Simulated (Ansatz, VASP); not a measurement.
One calculation of ZnS, two programs

```xyz
2
Lattice="0.0000 2.8128 2.7046 2.5965 0.0000 2.7046 2.5965 2.8128 0.0000" Properties=species:S:1:pos:R:3 pbc="T T T"
Zn    0.0000    0.0000    0.0000
S     3.8947    4.2193    4.0570
```

Change from the starting cell: strain -0.0400 x Voigt [1, -1, 0, 0, 0, 0], atoms carried along.

Alike in both runs: task single point; functional r2SCAN; k mesh 8 × 8 × 8; occupations gaussian, width 0.05 eV; no spin polarisation.

```csv
,VASP,Ansatz
version,VASP 6.6.1,Ansatz 0.2.0
potentials or method,"VASP PAW PBE potentials, release 64 (Zn, S), cutoff 520 eV","scalar-relativistic, plane waves, PAW"
valence electrons in the cell,18,18
```

|  | VASP | Ansatz | Ansatz less VASP |
| --- | --- | --- | --- |
| gap on the k mesh at the Fermi level (eV) | 2.52 | 2.51 | -0.010 |
| least direct gap on the mesh (eV) | 2.52 | 2.51 | -0.010 |
| pressure (GPa) | -0.8 | -0.9 | -0.07 |
| traceless stress, the component that is largest in VASP (GPa) | -1.89 | -1.88 | +0.012 |

VASP's potentials were made for PBE, not for r2SCAN. With one functional, cell and mesh, what is left measures potentials, basis and numerics.
